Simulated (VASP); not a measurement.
The system is FeO.

```
Fe O
1.0
     3.50238    0.00000    0.00000
     0.00000    3.50238    0.00000
     0.00000    0.00000    4.36047
Fe O
2 2
Direct
  0.00000 0.50000 0.00000
  0.50000 0.00000 0.50000
  0.00000 0.00000 0.25000
  0.00000 0.00000 0.75000
```

Base run:

```yaml
Program: VASP 6.6.1
Functional: LDA
Potentials_or_basis: VASP PAW LDA potentials, release 64 (Fe, O)
Cutoff: 520 eV
k_mesh: 5 × 5 × 5
Occupations: gaussian, width 0.05 eV
Spin: collinear spin, ferromagnetic start
Starting_moments: "[3.62, 3.62, 0.17, 0.17] μB"
Hubbard_terms: Fe d U = 3.0 eV
```

Its results: pressure -13.9 GPa; net moment 7.54 μB per cell; site moments Fe +3.62; O +0.14 μB.

**Question.** After a change of settings the same cell gave: pressure -11.5 GPa; net moment 0.00 μB per cell; site moments Fe +3.54, -3.54; O +0.00 μB. Which change was it?
A. spin from collinear spin, ferromagnetic start to collinear spin, antiferromagnetic start; moments at the start from [3.62, 3.62, 0.17, 0.17] to [3.57, -3.57, 0.0, 0.0]
B. potentials or basis from VASP PAW LDA potentials, release 64 (Fe, O) to VASP PAW LDA potentials, release 64 (Fe_sv, O); cutoff from 520 eV to 600 eV; further incar settings from ALGO = Normal; EDIFF = 1e-06; NBANDS = 26 to ALGO = Normal; EDIFF = 1e-06; NBANDS = 34; valence electrons from 28 to 44
C. moments at the start from [3.62, 3.62, 0.17, 0.17] to [4.0, 4.0, 0.0, 0.0]
D. moments at the start from [3.62, 3.62, 0.17, 0.17] to [3.29, 3.29, 0.15, 0.15]

**Answer.** A.
